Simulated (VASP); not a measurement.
Write the native input for VASP 6.6.1 that does the following.

```
Task                   : single point
Functional             : r2SCAN
Potentials or basis    : VASP PAW PBE potentials, release 64 (Ta_pv)
Cutoff                 : 520 eV
k mesh                 : 18 × 18 × 18
Occupations            : gaussian, width 0.1 eV
Spin                   : no spin polarisation
Dipole correction      : no
Further INCAR settings : ALGO = Normal; EDIFF = 1e-06; NBANDS = 12
```

Ta:

```
Ta
1.0
    -1.66865    1.66865    1.66865
     1.66865   -1.66865    1.66865
     1.66865    1.66865   -1.66865
Ta
1
Direct
  0.00000 0.00000 0.00000
```

This cell differs from its parent crystal: volume scaled by 1.03.

The input as run:

POSCAR

```
Ta
1.0
   -1.6686469995      1.6686469995      1.6686469995
    1.6686469995     -1.6686469995      1.6686469995
    1.6686469995      1.6686469995     -1.6686469995
Ta
1
Direct
    0.0000000000      0.0000000000      0.0000000000
```

INCAR.step1

```
PREC = Accurate ; ENCUT = 520
ISMEAR = 0 ; SIGMA = 0.1
LREAL = F ; LASPH = T
NELM = 60 ; NBANDS = 12
GGA = PE ; ALGO = Normal
EDIFF = 1E-4 ; LWAVE = T
LCHARG = F
```

INCAR.step2

```
PREC = Accurate ; ENCUT = 520
EDIFF = 1E-6 ; ISMEAR = 0
SIGMA = 0.1 ; LREAL = F
LASPH = T ; NELM = 60
ALGO = Normal ; ISIF = 2
LWAVE = F ; LCHARG = F
METAGGA = R2SCAN ; LMIXTAU = T
NBANDS = 12 ; ISTART = 1
```

KPOINTS

```
regular mesh
0
Gamma
  18 18 18
```

Potentials or basis: VASP PAW PBE potentials, release 64 (Ta_pv).

Run with:

```console
$ cat potpaw_PBE.64/Ta_pv/POTCAR > POTCAR
$ cp INCAR.step1 INCAR
$ mpirun -np 1 vasp_std > vasp.out
$ cp INCAR.step2 INCAR
$ mpirun -np 1 vasp_std > vasp.out
```

It gave:

```
Pressure : -5.1 GPa
```

Caveat: the PAW data sets were made with another functional, which shifts forces and pressure a little.

It took 2.7 min on 1 thread of Intel(R) Xeon(R) Platinum 8259CL CPU @ 2.50GHz (Skylake/Cascade Lake) (shared host), peak memory 0.17 GiB.
